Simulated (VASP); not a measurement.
# Sn (Fm-3m) in VASP: a series of runs

Runs on Sn. Level: PBE. Tasks: single point.

Everything below comes from runs of VASP 6.6.1. Logs are shortened: lines on timing, memory, paths and dates and some standing lists are left out, and cuts for length are marked.

### Step 1. The cell of the first run

Symmetry: Fm-3m, No. 225, cubic system. The conventional cell has a = 4.765 Å, b = 4.765 Å, c = 4.765 Å, α = 90.00°, β = 90.00°, γ = 90.00°. Within 4.4 Å of Sn (site symmetry m-3m) lie 12 Sn at 3.37 Å.

### Step 2. Single point, PBE

File INCAR:

```
SYSTEM = Sn
PREC = Accurate
ENCUT = 520
EDIFF = 1E-7
ISMEAR = 0
SIGMA = 0.05
LREAL = .False.
LASPH = .True.
NELM = 100
ALGO = Normal
ISIF = 2
LWAVE = .False.
LCHARG = .False.
GGA = PE
NBANDS = 13
```

File KPOINTS:

```
regular mesh
0
Gamma
  16 16 16
  0 0 0
```

File POSCAR:

```
Sn
1.0
    0.0000000000      2.3826879219      2.3826879219
    2.3826879219      0.0000000000      2.3826879219
    2.3826879219      2.3826879219      0.0000000000
Sn
1
Direct
    0.0000000000      0.0000000000      0.0000000000
```

Potentials or basis: VASP PAW PBE potentials, release 64 (Sn_d).

The run is started by

```
cat potpaw_PBE.64/Sn_d/POTCAR > POTCAR
mpirun -np 1 vasp_std > vasp.out
```

OUTCAR:

```text
SYSTEM = Sn
   PREC = Accurate
   ENCUT = 520
   EDIFF = 1E-7
   ISMEAR = 0
   LREAL = .False.
   LASPH = .True.
   NELM = 100
   ISIF = 2
   GGA = PE

 ion  position               nearest neighbor table
   1  0.000  0.000  0.000-

  LATTYP: Found a face centered cubic cell.
 ALAT       =     4.7653758438

  Lattice vectors:

 A1 = (   0.0000000000,   2.3826879219,   2.3826879219)
 A2 = (   2.3826879219,   0.0000000000,   2.3826879219)
 A3 = (   2.3826879219,   2.3826879219,   0.0000000000)

Analysis of symmetry for initial positions (statically):
=====================================================================
 Subroutine PRICEL returns:
 Original cell was already a primitive cell.

 Routine SETGRP: Setting up the symmetry group for a
 face centered cubic supercell.

 Subroutine GETGRP returns: Found 48 space group operations
 (whereof 48 operations were pure point group operations)
 out of a pool of 48 trial point group operations.

The static configuration has the point symmetry O_h .

Analysis of symmetry for dynamics (positions and initial velocities):
=====================================================================
 Subroutine PRICEL returns:
 Original cell was already a primitive cell.

 Routine SETGRP: Setting up the symmetry group for a
 face centered cubic supercell.

 Subroutine GETGRP returns: Found 48 space group operations
 (whereof 48 operations were pure point group operations)
 out of a pool of 48 trial point group operations.

The dynamic configuration has the point symmetry O_h .

 Subroutine INISYM returns: Found 48 space group operations
 (whereof 48 operations are pure point group operations),
 and found     1 'primitive' translations

----------------------------------------------------------------------------------------

                                     Primitive cell

  volume of cell :      27.0540

  direct lattice vectors                    reciprocal lattice vectors
     0.000000000  2.382687922  2.382687922    -0.209847037  0.209847037  0.209847037
     2.382687922  0.000000000  2.382687922     0.209847037 -0.209847037  0.209847037
     2.382687922  2.382687922  0.000000000     0.209847037  0.209847037 -0.209847037

  length of vectors
     3.369629574  3.369629574  3.369629574     0.363465730  0.363465730  0.363465730

  position of ions in fractional coordinates (direct lattice)
     0.000000000  0.000000000  0.000000000

  ion indices of the primitive-cell ions
   primitive index   ion index
                 1           1
[... 75 lines left out ...]
   NSW    =      0    number of steps for IOM
   IBRION =     -1    ionic relax: 0-MD 1-quasi-New 2-CG
   NFREE  =      0    steps in history (QN), initial steepest desc. (CG)
   ISIF   =      2    stress and relaxation
   ISYM   =      2    0-nonsym 1-usesym 2-fastsym
   POTIM  = 0.5000    time-step for ionic-motion
   TEBEG  =    0.0;   TEEND  =   0.0 temperature during run
   PSTRESS=    0.0 pullay stress
   NELECT =      14.0000    total number of electrons
   NUPDOWN=      -1.0000    fix difference up-down
   EMIN   =  10.00;   EMAX   =-10.00  energy-range for DOS
   EFERMI =   0.00;   METHOD = LEGACY
   ISMEAR =     0;   SIGMA  =   0.05  broadening in eV -4-tet -1-fermi 0-gaus
   EFERMI_NEDOS =   21; number of points for ismear=-14 and -15
   IALGO  =     38    algorithm
   IMIX   =      4    mixing-type and parameters
     AMIX     =   0.40;   BMIX     =  1.00
     AMIX_MAG =   1.60;   BMIX_MAG =  1.00
  volume/ion in A,a.u.               =      27.05       182.57
  Fermi-wavevector in a.u.,A,eV,Ry     =   1.314338  2.483738 23.503846  1.727484
  Thomas-Fermi vector in A             =   2.444598
   LORBIT       =      0    0 simple, 1 ext, 2 COOP (PROOUT), +10 PAW based schemes
   GGA     = PE    functional components
   LHFCALC =     F    Hartree Fock is set to
   AEXX    =    0.0000 exact exchange contribution
   IVDW    =     0    specifies the selected vdW correction
   LEPSILON=     F    determine dielectric tensor
   LRPA    =     F    only Hartree local field effects (RPA)
 non-spin polarized calculation
 Gauss-broadening in eV      SIGMA  =   0.05
  energy-cutoff  :      520.00
  volume of cell :       27.05
 maximum number of plane-waves:       748
 NGX is ok and might be reduce to    28
   NGX = 13   NGY = 13   NGZ = 13

 number of electron      14.0000004 magnetization

 Free energy of the ion-electron system (eV)
  ---------------------------------------------------
  ext. energy  EPLUGINS =         0.00000000
  ---------------------------------------------------
  free energy    TOTEN  =        -3.77978340 eV

  energy without entropy =       -3.77866978  energy(sigma->0) =       -3.77922659

 E-fermi :   8.2444     XC(G=0): -10.3852

 val. band max:        8.2394278307   @ k =  -0.3125   0.5000   0.1875
 cond. band min:       8.2567492249   @ k =  -0.2500   0.2500   0.0000
 fundamental gap:      0.0173213942
 Fermi energy:         8.2443831285

 k-point     1 :       0.0000    0.0000    0.0000
  band No.  band energies     occupation
      1     -13.3679      2.00000
      2     -13.3679      2.00000
      3     -13.3679      2.00000
      4     -13.2896      2.00000
      5     -13.2896      2.00000
      6      -2.9729      2.00000
      7      15.9412      0.00000
      8      15.9412      0.00000
      9      15.9412      0.00000
     10      18.8094      0.00000
     11      20.0626      0.00000
     12      20.0626      0.00000
     13      20.0626      0.00000
[... 354 lines left out ...]
  band No.  band energies     occupation
      1     -13.3688      2.00000
      2     -13.3606      2.00000
      3     -13.3567      2.00000
      4     -13.2931      2.00000
      5     -13.2864      2.00000
      6      -2.7574      2.00000
      7      14.2911      0.00000
      8      14.7419      0.00000
      9      16.0166      0.00000
     10      18.2597      0.00000
     11      20.2039      0.00000
     12      20.8660      0.00000
     13      22.0738      0.00000

 [... further k-points ...]
[... 5 lines left out ...]
  --------------------------------------------------------------------------------------
  -------------------------------------------------------------------------------------
  Total        0.2889564      0.2889564      0.2889564      0.0000000      0.0000000      0.0000000
  in kB       17.1124209     17.1124209     17.1124209      0.0000000      0.0000000      0.0000000
  external PRESSURE =      17.1124209 kB  Pullay stress =       0.0000000 kB

 VOLUME and BASIS-vectors are now :
 -----------------------------------------------------------------------------
  energy-cutoff  :      520.00
  volume of cell :       27.05
      direct lattice vectors                 reciprocal lattice vectors
     0.000000000  2.382687922  2.382687922    -0.209847037  0.209847037  0.209847037
     2.382687922  0.000000000  2.382687922     0.209847037 -0.209847037  0.209847037
     2.382687922  2.382687922  0.000000000     0.209847037  0.209847037 -0.209847037

 POSITION                                       TOTAL-FORCE (eV/Angst)
 -----------------------------------------------------------------------------------
      0.00000      0.00000      0.00000        -0.000000      0.000000     -0.000000
 -----------------------------------------------------------------------------------
    total drift:                               -0.000000     -0.000000     -0.000000

  FREE ENERGIE OF THE ION-ELECTRON SYSTEM (eV)
  ---------------------------------------------------
  free  energy   TOTEN  =        -3.7797834023 eV

  energy  without entropy=       -3.7786697846  energy(sigma->0) =       -3.77922659
```

stdout:

```text
POSCAR found type information on POSCAR Sn
 POSCAR found :  1 types and       1 ions
 scaLAPACK will be used
 LDA part: xc-table for (Slater+PW92), standard interpolation
 POSCAR, INCAR and KPOINTS ok, starting setup
 FFT: planning ... GRIDC
 FFT: planning ... GRID_SOFT
 FFT: planning ... GRID
 WAVECAR not read
 entering main loop
```

It took 44 s on 1 thread of Intel Xeon Platinum 8259CL at 2.50GHz (Skylake/Cascade Lake), shared host; peak memory 0.19 GiB.

What came out:

| Item | Value |
| --- | --- |
| Free energy | -3.7798 eV |
| Pressure | 1.7 GPa |
| Band gap on the k mesh | zero (band 7 reaches 15.94 eV, above the bottom of band 8 at 6.22 eV) |

Caveat: spin-orbit coupling is left out, which moves the levels of the heavy elements.

### Step 3. Single point, PBE

This run uses another cell than the first one, of 27.99 Å³/atom, 1.034 times its volume.

File INCAR:

```
SYSTEM = Sn
PREC     = Accurate       ! precision mode
ENCUT    = 520            ! plane-wave cutoff, eV
EDIFF    = 1E-6           ! SCF threshold, eV
ISMEAR   = 0              ! smearing method
SIGMA    = 0.05           ! smearing width, eV
LREAL    = .False.        ! projectors in reciprocal space
LASPH    = .True.         ! aspherical terms in the spheres
NELM     = 100            ! most SCF steps
ALGO     = Normal         ! electronic algorithm
ISIF     = 2              ! what is computed and relaxed
LWAVE    = .False.        ! write WAVECAR
LCHARG   = .False.        ! write CHGCAR
GGA      = PE             ! functional
NBANDS   = 13             ! bands
```

File KPOINTS:

```
Automatic mesh
0
Gamma
  16 16 16
  0 0 0
```

File POSCAR:

```
Sn
1.0
    0.0000000000      2.4097512990      2.4097512990
    2.4097512990      0.0000000000      2.4097512990
    2.4097512990      2.4097512990      0.0000000000
Sn
1
Direct
    0.0000000000      0.0000000000      0.0000000000
```

Potentials or basis: VASP PAW PBE potentials, release 64 (Sn_d).

The run is started by

```
cat potpaw_PBE.64/Sn_d/POTCAR > POTCAR
mpirun -np 1 vasp_std > vasp.out
```

OUTCAR:

```text
SYSTEM = Sn
   PREC = Accurate
   ENCUT = 520
   EDIFF = 1E-6
   ISMEAR = 0
   LREAL = .False.
   LASPH = .True.
   NELM = 100
   ISIF = 2
   GGA = PE

 ion  position               nearest neighbor table
   1  0.000  0.000  0.000-

  LATTYP: Found a face centered cubic cell.
 ALAT       =     4.8195025980

  Lattice vectors:

 A1 = (   0.0000000000,   2.4097512990,   2.4097512990)
 A2 = (   2.4097512990,   0.0000000000,   2.4097512990)
 A3 = (   2.4097512990,   2.4097512990,   0.0000000000)

Analysis of symmetry for initial positions (statically):
[... 555 lines left out ...]
      7      13.6650      0.00000
      8      14.1372      0.00000
      9      15.3188      0.00000
     10      17.7473      0.00000
     11      19.5889      0.00000
     12      20.1905      0.00000
     13      21.4243      0.00000

 [... further k-points ...]
[... 5 lines left out ...]
  --------------------------------------------------------------------------------------
  -------------------------------------------------------------------------------------
  Total       -0.0024628     -0.0024628     -0.0024628      0.0000000      0.0000000      0.0000000
  in kB       -0.1409921     -0.1409921     -0.1409921      0.0000000      0.0000000      0.0000000
  external PRESSURE =      -0.1409921 kB  Pullay stress =       0.0000000 kB

 VOLUME and BASIS-vectors are now :
 -----------------------------------------------------------------------------
  energy-cutoff  :      520.00
  volume of cell :       27.99
      direct lattice vectors                 reciprocal lattice vectors
     0.000000000  2.409751299  2.409751299    -0.207490292  0.207490292  0.207490292
     2.409751299  0.000000000  2.409751299     0.207490292 -0.207490292  0.207490292
     2.409751299  2.409751299  0.000000000     0.207490292  0.207490292 -0.207490292

 POSITION                                       TOTAL-FORCE (eV/Angst)
 -----------------------------------------------------------------------------------
      0.00000      0.00000      0.00000         0.000000      0.000000      0.000000
 -----------------------------------------------------------------------------------
    total drift:                               -0.000000     -0.000000     -0.000000

  FREE ENERGIE OF THE ION-ELECTRON SYSTEM (eV)
  ---------------------------------------------------
  free  energy   TOTEN  =        -3.7847749998 eV

  energy  without entropy=       -3.7836152498  energy(sigma->0) =       -3.78419512
```

OSZICAR:

```text
N       E                     dE             d eps       ncg     rms          rms(c)
DAV:   1     0.807718732251E+02    0.80772E+02   -0.72444E+03  3884   0.159E+03
DAV:   2     0.201149429209E+01   -0.78760E+02   -0.76316E+02  3950   0.342E+02
DAV:   3    -0.367029774461E+01   -0.56818E+01   -0.56605E+01  4560   0.737E+01
DAV:   4    -0.379189357550E+01   -0.12160E+00   -0.12157E+00  4515   0.116E+01
DAV:   5    -0.379621994391E+01   -0.43264E-02   -0.43263E-02  5023   0.211E+00    0.124E+00
DAV:   6    -0.378770338678E+01    0.85166E-02   -0.93551E-03  4838   0.162E+00    0.685E-01
DAV:   7    -0.378488456509E+01    0.28188E-02   -0.61371E-03  4910   0.127E+00    0.896E-02
DAV:   8    -0.378477554152E+01    0.10902E-03   -0.65398E-04  4655   0.432E-01    0.223E-02
DAV:   9    -0.378477485498E+01    0.68654E-06   -0.10951E-05  5125   0.407E-02    0.162E-02
DAV:  10    -0.378477499985E+01   -0.14487E-06   -0.35940E-06  4780   0.279E-02
   1 F= -.37847750E+01 E0= -.37841951E+01  d E =-.115975E-02
```

Wall time 36 s (1 thread of Intel Xeon Platinum 8259CL at 2.50GHz (Skylake/Cascade Lake), shared host); peak memory 0.19 GiB.

What came out:

```yaml
Free_energy: -3.7848 eV
Pressure: 0.0 GPa
Band_gap_on_the_k_mesh: zero (band 7 reaches 15.25 eV, above the bottom of band 8 at 5.89 eV)
```

Caveat: spin-orbit coupling is left out, which moves the levels of the heavy elements.
